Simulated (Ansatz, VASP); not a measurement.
# Cs: VASP beside Ansatz

The input INCAR:

```
SYSTEM = Cs
ALGO     = Normal         ! electronic algorithm
EDIFF    = 1E-7           ! SCF threshold, eV
EDIFFG   = -0.01          ! ionic threshold
ENCUT    = 600            ! plane-wave cutoff, eV
GGA      = PE             ! functional
IBRION   = 2              ! ionic algorithm
ISIF     = 3              ! what is computed and relaxed
ISMEAR   = -1             ! smearing method
LASPH    = .True.         ! aspherical terms in the spheres
LCHARG   = .False.        ! write CHGCAR
LREAL    = .False.        ! projectors in reciprocal space
LWAVE    = .False.        ! write WAVECAR
NELM     = 80             ! most SCF steps
NSW      = 60             ! ionic steps
PREC     = Accurate       ! precision mode
SIGMA    = 0.0586         ! smearing width, eV
```

KPOINTS

```
k-points
0
Gamma
  4 4 4
  0 0 0
```

The input POSCAR:

```
Cs
1.0
   -3.0412140000      3.0412140000      3.0412140000
    3.0412140000     -3.0412140000      3.0412140000
    3.0412140000      3.0412140000     -3.0412140000
Cs
1
Direct
    0.0000000000      0.0000000000      0.0000000000
```

Input for Ansatz:

```yaml
crystal:
  lattice:
    - [-3.041214, 3.041214, 3.041214]
    - [3.041214, -3.041214, 3.041214]
    - [3.041214, 3.041214, -3.041214]
  atoms:
    - { symbol: Cs, position: [0.0, 0.0, 0.0] }
  symmetry: { tolerance: 0.0003 }
kpoints:
  mp_grid: { grid: [4, 4, 4], shift: [0, 0, 0] }
magnetization:
  spin_polarized: false
scf:
  occupations: { method: fermi_dirac, width: 0.0586 }
hamiltonian:
  pseudopotentials: { kind: paw }
  xc: pbe
basis:
  ecutwfc: 420
output:
  forces: true
  stress: true
  eigenvalues: true
  write_density: true
  write_potential: true
  elf: true
  volumetric_format: npy
relax:
  max_steps: 40
  cell: {}
```

Alike in both runs: task relaxation of cell and atoms; functional PBE; k mesh 4 × 4 × 4; occupations fermi-dirac, width 0.0586 eV; no spin polarisation.

|  | VASP | Ansatz |
| --- | --- | --- |
| version | VASP 6.6.1 | Ansatz 0.2.0 |
| potentials or method | VASP PAW PBE potentials, release 64 (Cs_sv), cutoff 600 eV | PAW plane waves |
| valence electrons in the cell | 9 | 9 |

|  | VASP | Ansatz | Ansatz less VASP |
| --- | --- | --- | --- |
| gap on the k mesh at the Fermi level, each at its own relaxed structure (eV) | none | none | - |
| relaxed volume (Å³/atom) | 118.57 | 118.60 | +0.027 |
| relaxed cell length with the largest relative difference (Å) | 5.360 | 5.361 | +0.0004 |

A gap of «none» marks a metal or a gap that the smearing closes.

The k mesh is coarse, so the values compare programs but aren't converged. Spin-orbit coupling is off throughout.
